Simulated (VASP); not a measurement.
# Br in VASP: further runs

Runs on Br. Level: PBE. Tasks: single point.

Program: VASP 6.6.1. These are calculated values, not measurements. Logs are shortened: lines on timing, memory, paths and dates and some standing lists are left out, and cuts for length are marked.

**1. The cell of the first run**

The structure is orthorhombic, space group Cmce (No. 64). Conventional cell: a = 6.636 Å, b = 4.582 Å, c = 8.585 Å, α = 90.00°, β = 90.00°, γ = 90.00°. Br (site symmetry m) has 1 Br at 2.26 Å within 3.0 Å.

**2. Single point, PBE (32.63 Å³/atom)**

Input file INCAR:

```
PREC = Accurate
ENCUT = 520
EDIFF = 1E-6
ISMEAR = -1
SIGMA = 0.05
LREAL = F
LASPH = T
NELM = 60
ALGO = Normal
ISIF = 2
LWAVE = F
LCHARG = F
GGA = PE
NBANDS = 22
```

Input file KPOINTS:

```
Automatic mesh
0
Gamma
  7 7 3
```

Input file POSCAR:

```
Br
1.0
    3.3177951036     -2.2911603413      0.0000000000
    3.3177951036      2.2911603413      0.0000000000
    0.0000000000      0.0000000000      8.5846869338
Br
4
Direct
    0.3651000000      0.6349000000      0.3901000000
    0.1349000000      0.8651000000      0.8901000000
    0.6349000000      0.3651000000      0.6099000000
    0.8651000000      0.1349000000      0.1099000000
```

Potentials or basis: VASP PAW PBE potentials, release 64 (Br).

Started as:

```
$ cat potpaw_PBE.64/Br/POTCAR > POTCAR
$ mpirun -np 1 vasp_std > vasp.out
```

OUTCAR:

```text
PREC = Accurate
   ENCUT = 520
   EDIFF = 1E-6
   ISMEAR = -1
   LREAL = F
   LASPH = T
   NELM = 60
   ISIF = 2
   GGA = PE

 ion  position               nearest neighbor table
   1  0.365  0.635  0.390-   3 2.26
   2  0.135  0.865  0.890-   4 2.26
   3  0.635  0.365  0.610-   1 2.26
   4  0.865  0.135  0.110-   2 2.26

  LATTYP: Found a base centered orthorhombic cell.
 ALAT       =     4.5823206826
 B/A-ratio  =     1.4480850789
 C/A-ratio  =     1.8734365245

  Lattice vectors:

 A1 = (  -3.3177951036,  -2.2911603413,   0.0000000000)
 A2 = (   3.3177951036,  -2.2911603413,   0.0000000000)
 A3 = (   0.0000000000,   0.0000000000,   8.5846869338)

Analysis of symmetry for initial positions (statically):
=====================================================================
 Subroutine PRICEL returns:
 Original cell was already a primitive cell.

 Routine SETGRP: Setting up the symmetry group for a
 base centered orthorhombic supercell.

 Subroutine GETGRP returns: Found  8 space group operations
 (whereof  4 operations were pure point group operations)
 out of a pool of  8 trial point group operations.

The static configuration has the point symmetry C_2h.
 The point group associated with its full space group is D_2h.

Analysis of symmetry for dynamics (positions and initial velocities):
=====================================================================
 Subroutine PRICEL returns:
 Original cell was already a primitive cell.

 Routine SETGRP: Setting up the symmetry group for a
 base centered orthorhombic supercell.

 Subroutine GETGRP returns: Found  8 space group operations
 (whereof  4 operations were pure point group operations)
 out of a pool of  8 trial point group operations.

The dynamic configuration has the point symmetry C_2h.
 The point group associated with its full space group is D_2h.

 Subroutine INISYM returns: Found  8 space group operations
 (whereof  4 operations are pure point group operations),
 and found     1 'primitive' translations

----------------------------------------------------------------------------------------

                                     Primitive cell

  volume of cell :     130.5147

  direct lattice vectors                    reciprocal lattice vectors
     3.317795104 -2.291160341  0.000000000     0.150702495 -0.218230034  0.000000000
     3.317795104  2.291160341  0.000000000     0.150702495  0.218230034  0.000000000
     0.000000000  0.000000000  8.584686934     0.000000000  0.000000000  0.116486484

  length of vectors
     4.032019353  4.032019353  8.584686934     0.265208578  0.265208578  0.116486484

  position of ions in fractional coordinates (direct lattice)
     0.365100000  0.634900000  0.390100000
     0.134900000  0.865100000  0.890100000
     0.634900000  0.365100000  0.609900000
     0.865100000  0.134900000  0.109900000

  ion indices of the primitive-cell ions
   primitive index   ion index
                 1           1
                 2           2
                 3           3
                 4           4

----------------------------------------------------------------------------------------

 KPOINTS: Automatic mesh

Automatic generation of k-mesh.
 Grid dimensions read from file:
 generate k-points for:    7    7    3

 Generating k-lattice:

  Cartesian coordinates                     Fractional coordinates (reciprocal lattice)
     0.021528928 -0.031175719  0.000000000     0.142857143  0.000000000  0.000000000
     0.021528928  0.031175719  0.000000000     0.000000000  0.142857143  0.000000000
     0.000000000  0.000000000  0.038828828     0.000000000  0.000000000  0.333333333

  Length of vectors
     0.037886940  0.037886940  0.038828828

  Shift w.r.t. Gamma in fractional coordinates (k-lattice)
     0.000000000  0.000000000  0.000000000

 Subroutine IBZKPT returns following result:
 ===========================================

 Found     32 irreducible k-points:

 Following reciprocal coordinates:
            Coordinates               Weight
  0.000000  0.000000  0.000000      1.000000
  0.142857  0.000000  0.000000      4.000000
  0.285714  0.000000  0.000000      4.000000
  0.428571  0.000000  0.000000      4.000000
  0.142857  0.142857  0.000000      2.000000
  0.285714  0.142857  0.000000      4.000000
[... 16 lines left out ...]
  0.428571  0.142857  0.333333      8.000000
 -0.428571  0.142857  0.333333      8.000000
 [... further k-points ...]
   k-points           NKPTS =     32   k-points in BZ     NKDIM =     32   number of bands    NBANDS=     22
   number of dos      NEDOS =    301   number of ions     NIONS =      4
   total plane-waves  NPLWV =  57600
   dimension x,y,z NGX =    30 NGY =   30 NGZ =   64
   dimension x,y,z NGXF=    60 NGYF=   60 NGZF=  128
   ions per type =               4
   NGX,Y,Z   is equivalent  to a cutoff of  12.37, 12.37, 12.39 a.u.
   NGXF,Y,Z  is equivalent  to a cutoff of  24.74, 24.74, 24.79 a.u.
 SYSTEM =  unknown system
   PREC   = accura    normal or accurate (medium, high low for compatibility)
   ISTART =      0    job   : 0-new  1-cont  2-samecut
   ICHARG =      2    charge: 1-file 2-atom 10-const
   ISPIN  =      1    spin polarized calculation?
   LNONCOLLINEAR =      F non collinear calculations
   LSORBIT =      F    spin-orbit coupling
   LASPH  =      T    aspherical Exc in radial PAW
   ENCUT  =  520.0 eV  38.22 Ry    6.18 a.u.   7.50  7.50 15.96*2*pi/ulx,y,z
   NELM   =     60;   NELMIN=  2; NELMDL= -5     # of ELM steps
   EDIFF  = 0.1E-05   stopping-criterion for ELM
   LREAL  =      F    real-space projection
   EDIFFG = 0.1E-04   stopping-criterion for IOM
   NSW    =      0    number of steps for IOM
   IBRION =     -1    ionic relax: 0-MD 1-quasi-New 2-CG
   NFREE  =      0    steps in history (QN), initial steepest desc. (CG)
   ISIF   =      2    stress and relaxation
   ISYM   =      2    0-nonsym 1-usesym 2-fastsym
   POTIM  = 0.5000    time-step for ionic-motion
   TEBEG  =    0.0;   TEEND  =   0.0 temperature during run
   PSTRESS=    0.0 pullay stress
   NELECT =      28.0000    total number of electrons
   NUPDOWN=      -1.0000    fix difference up-down
   EMIN   =  10.00;   EMAX   =-10.00  energy-range for DOS
   EFERMI =   0.00;   METHOD = LEGACY
   ISMEAR =    -1;   SIGMA  =   0.05  broadening in eV -4-tet -1-fermi 0-gaus
   EFERMI_NEDOS =   21; number of points for ismear=-14 and -15
   IALGO  =     38    algorithm
   IMIX   =      4    mixing-type and parameters
     AMIX     =   0.40;   BMIX     =  1.00
     AMIX_MAG =   1.60;   BMIX_MAG =  1.00
  volume/ion in A,a.u.               =      32.63       220.19
  Fermi-wavevector in a.u.,A,eV,Ry     =   0.980034  1.851995 13.067934  0.960466
  Thomas-Fermi vector in A             =   2.110933
   LORBIT       =      0    0 simple, 1 ext, 2 COOP (PROOUT), +10 PAW based schemes
   GGA     = PE    functional components
   LHFCALC =     F    Hartree Fock is set to
   AEXX    =    0.0000 exact exchange contribution
   IVDW    =     0    specifies the selected vdW correction
   LEPSILON=     F    determine dielectric tensor
   LRPA    =     F    only Hartree local field effects (RPA)
 non-spin polarized calculation
  energy-cutoff  :      520.00
  volume of cell :      130.51
 maximum number of plane-waves:      3541
 NGX is ok and might be reduce to    30
   NGX = 15   NGY = 15   NGZ = 31

 number of electron      27.9999986 magnetization

 Free energy of the ion-electron system (eV)
  ---------------------------------------------------
  ext. energy  EPLUGINS =         0.00000000
  ---------------------------------------------------
  free energy    TOTEN  =        -6.28620332 eV

  energy without entropy =       -6.28620332  energy(sigma->0) =       -6.28620332

 E-fermi :   1.0165     XC(G=0):  -8.0348

 val. band max:       -0.0261112802   @ k =  -0.4286   0.4286   0.0000
 cond. band min:       2.0098810656   @ k =   0.1429   0.0000   0.0000
 fundamental gap:      2.0359923458
 Fermi energy:         1.0165437843

 k-point     1 :       0.0000    0.0000    0.0000
  band No.  band energies     occupation
      1     -16.1779      2.00000
      2     -15.8387      2.00000
      3     -13.1694      2.00000
      4     -12.4161      2.00000
      5      -5.1189      2.00000
      6      -4.0191      2.00000
[... 14 lines left out ...]
     21       9.1428      0.00000
     22       9.2366      0.00000

 k-point     2 :       0.1429    0.0000    0.0000
  band No.  band energies     occupation
      1     -16.1322      2.00000
      2     -15.8231      2.00000
      3     -13.1330      2.00000
      4     -12.4578      2.00000
      5      -5.1209      2.00000
      6      -4.1174      2.00000
[... 14 lines left out ...]
     21       8.8541      0.00000
     22       9.3174      0.00000

 k-point     3 :       0.2857    0.0000    0.0000
  band No.  band energies     occupation
      1     -16.0167      2.00000
      2     -15.7970      2.00000
      3     -13.0338      2.00000
      4     -12.5728      2.00000
      5      -5.1223      2.00000
      6      -4.4211      2.00000
[... 14 lines left out ...]
     21       9.1299      0.00000
     22       9.8855      0.00000

 k-point     4 :       0.4286    0.0000    0.0000
  band No.  band energies     occupation
      1     -15.8880      2.00000
      2     -15.8077      2.00000
      3     -12.8929      2.00000
      4     -12.7305      2.00000
      5      -5.0534      2.00000
      6      -4.8065      2.00000
[... 14 lines left out ...]
     21       9.5815      0.00000
     22      10.8714      0.00000

 k-point     5 :       0.1429    0.1429    0.0000
  band No.  band energies     occupation
      1     -16.1319      2.00000
      2     -15.8065      2.00000
      3     -13.1317      2.00000
      4     -12.4179      2.00000
      5      -5.0854      2.00000
      6      -4.0711      2.00000
[... 417 lines left out ...]
 k-point    22 :       0.2857    0.1429    0.3333
  band No.  band energies     occupation
      1     -15.9911      2.00000
      2     -15.8510      2.00000
      3     -12.9132      2.00000
      4     -12.6132      2.00000
      5      -4.8912      2.00000
      6      -4.4761      2.00000
[... 14 lines left out ...]
     21       9.1591      0.00000
     22       9.3751      0.00000

 k-point    23 :       0.4286    0.1429    0.3333
  band No.  band energies     occupation
      1     -15.8976      2.00000
      2     -15.8071      2.00000
      3     -12.8707      2.00000
      4     -12.6866      2.00000
      5      -4.8998      2.00000
      6      -4.6072      2.00000
[... 14 lines left out ...]
     21       8.9524      0.00000
     22       9.4959      0.00000

 k-point    24 :      -0.4286    0.1429    0.3333
  band No.  band energies     occupation
      1     -15.8366      2.00000
      2     -15.8177      2.00000
      3     -12.8216      2.00000
      4     -12.7863      2.00000
      5      -4.8198      2.00000
      6      -4.7684      2.00000
[... 14 lines left out ...]
     21       9.6682      0.00000
     22       9.8925      0.00000

 [... further k-points ...]
[... 5 lines left out ...]
  --------------------------------------------------------------------------------------
  -------------------------------------------------------------------------------------
  Total        1.2418363      2.1239096      4.6113269      0.0000000      0.0000000      0.0000000
  in kB       15.2445788     26.0727661     56.6078924      0.0000000      0.0000000      0.0000000
  external PRESSURE =      32.6417458 kB  Pullay stress =       0.0000000 kB

 VOLUME and BASIS-vectors are now :
 -----------------------------------------------------------------------------
  energy-cutoff  :      520.00
  volume of cell :      130.51
      direct lattice vectors                 reciprocal lattice vectors
     3.317795104 -2.291160341  0.000000000     0.150702495 -0.218230034  0.000000000
     3.317795104  2.291160341  0.000000000     0.150702495  0.218230034  0.000000000
     0.000000000  0.000000000  8.584686934     0.000000000  0.000000000  0.116486484

 POSITION                                       TOTAL-FORCE (eV/Angst)
 -----------------------------------------------------------------------------------
      3.31780      0.61816      3.34889         0.000000      0.714651     -1.184566
      3.31780      1.67301      7.64123         0.000000     -0.714651     -1.184566
      3.31780     -0.61816      5.23580         0.000000     -0.714651      1.184566
      3.31780     -1.67301      0.94346         0.000000      0.714651      1.184566
 -----------------------------------------------------------------------------------
    total drift:                               -0.000000      0.000000     -0.000000

  FREE ENERGIE OF THE ION-ELECTRON SYSTEM (eV)
  ---------------------------------------------------
  free  energy   TOTEN  =        -6.2862033214 eV

  energy  without entropy=       -6.2862033203  energy(sigma->0) =       -6.28620332
```

Run time: 2.2 min. Hardware: 1 thread of Oxide Virtual Turin-like, shared host; peak memory 0.22 GiB.

Results:

```
Free energy            : -6.2862 eV
Pressure               : 3.3 GPa
Largest force          : 1.383 eV/Å
Band gap on the k mesh : 2.04 eV (least direct gap 2.05 eV)
```

Forces on the atoms (eV/Å):
```
Br   0.000  0.715 -1.185
Br   0.000 -0.715 -1.185
Br   0.000 -0.715  1.185
Br   0.000  0.715  1.185
```

Caveat: the cell stands under pressure; this functional lacks dispersion, which holds the molecules together, so the pressure and a relaxed volume are unreliable; forces of over 1 eV/Å act on the atoms, so gaps and moduli don't describe the material at rest. A k mesh can miss the band edges.

**3. Single point, PBE (34.67 Å³/atom)**

This run uses another cell than the first one, of 34.67 Å³/atom.

Input file INCAR:

```
SYSTEM = Br
PREC     = Accurate       ! precision mode
ENCUT    = 520            ! plane-wave cutoff, eV
EDIFF    = 1E-6           ! SCF threshold, eV
ISMEAR   = -1             ! smearing method
SIGMA    = 0.05           ! smearing width, eV
LREAL    = .False.        ! projectors in reciprocal space
LASPH    = .True.         ! aspherical terms in the spheres
NELM     = 80             ! most SCF steps
ALGO     = Normal         ! electronic algorithm
ISIF     = 2              ! what is computed and relaxed
LWAVE    = .False.        ! write WAVECAR
LCHARG   = .False.        ! write CHGCAR
GGA      = PE             ! functional
NBANDS   = 22             ! bands
```

Input file KPOINTS:

```
Automatic mesh
0
Gamma
  7 7 3
  0 0 0
```

Input file POSCAR:

```
Br
1.0
    3.3855238279     -2.3379315741      0.0000000000
    3.3855238279      2.3379315741      0.0000000000
    0.0000000000      0.0000000000      8.7599328054
Br
4
Direct
    0.3651000000      0.6349000000      0.3901000000
    0.1349000000      0.8651000000      0.8901000000
    0.6349000000      0.3651000000      0.6099000000
    0.8651000000      0.1349000000      0.1099000000
```

Potentials or basis: VASP PAW PBE potentials, release 64 (Br).

Started as:

```
$ cat potpaw_PBE.64/Br/POTCAR > POTCAR
$ mpirun -np 1 vasp_std > vasp.out
```

Wall time 2.9 min (1 thread of Oxide Virtual Turin-like, shared host); peak memory 0.22 GiB.

The run converged. Its results:

```
Free energy            : -6.3987 eV
Pressure               : 1.3 GPa
Largest force          : 0.659 eV/Å
Band gap on the k mesh : 1.84 eV (least direct gap 1.86 eV)
```

Forces on the atoms (eV/Å):
```
Br   0.000  0.294 -0.590
Br   0.000 -0.294 -0.590
Br   0.000 -0.294  0.590
Br   0.000  0.294  0.590
```

Stress tensor (GPa, compression positive):
```
1.08 0.00 0.00
0.00 0.74 0.00
0.00 0.00 1.94
```

Levels at points of the mesh, in eV from the valence-band top:
```tsv
k point	band 11	band 12	band 13	band 14	band 15	band 16	band 17	band 18
(0.00, 0.00, 0.00)	-0.89	-0.32	-0.06	-0.02	1.84	2.58	5.99	6.72
```

Caveat: this functional lacks dispersion, which holds the molecules together, so the pressure and a relaxed volume are unreliable. A k mesh can miss the band edges.

**4. Single point, PBE (35.35 Å³/atom)**

This run uses another cell than the first one, of 35.35 Å³/atom.

Input file INCAR:

```
SYSTEM = Br
PREC = Accurate
ENCUT = 520
EDIFF = 1E-7
ISMEAR = -1
SIGMA = 0.05
LREAL = .False.
LASPH = .True.
NELM = 60
ALGO = Normal
ISIF = 2
LWAVE = .False.
LCHARG = .True.
GGA = PE
LELF = .True.
LVHAR = .True.
NBANDS = 22
```

KPOINTS is that of step 3.

Input file POSCAR:

```
Br
1.0
    3.4075083649     -2.3531133733      0.0000000000
    3.4075083649      2.3531133733      0.0000000000
    0.0000000000      0.0000000000      8.8168170799
Br
4
Direct
    0.3651000000      0.6349000000      0.3901000000
    0.1349000000      0.8651000000      0.8901000000
    0.6349000000      0.3651000000      0.6099000000
    0.8651000000      0.1349000000      0.1099000000
```

Started as:

```
$ cat potpaw_PBE.64/Br/POTCAR > POTCAR
$ mpirun -np 1 vasp_std > vasp.out
```

Wall time 2.3 min (1 thread of Oxide Virtual Turin-like, shared host); peak memory 0.23 GiB.

Results (log left out):

* Free energy: -6.4154 eV
* Pressure: 0.7 GPa
* Largest force: 0.453 eV/Å
* Band gap on the k mesh: 1.78 eV (least direct gap 1.80 eV)

Forces on the atoms (eV/Å):
```
Br   0.000  0.174 -0.418
Br   0.000 -0.174 -0.418
Br   0.000 -0.174  0.418
Br   0.000  0.174  0.418
```

Stress tensor (GPa, compression positive):
```
0.97 0.00 0.00
0.00 0.24 0.00
0.00 0.00 0.93
```

Levels at points of the mesh, in eV from the valence-band top:
| k point | band 12 | band 13 | band 14 | band 15 | band 16 | band 17 |
| --- | --- | --- | --- | --- | --- | --- |
| (0.00, 0.00, 0.00) | -0.31 | -0.05 | -0.02 | 1.78 | 2.50 | 5.97 |

Caveat: this functional lacks dispersion, which holds the molecules together, so the pressure and a relaxed volume are unreliable.

(Continued in part 2 of 2.)
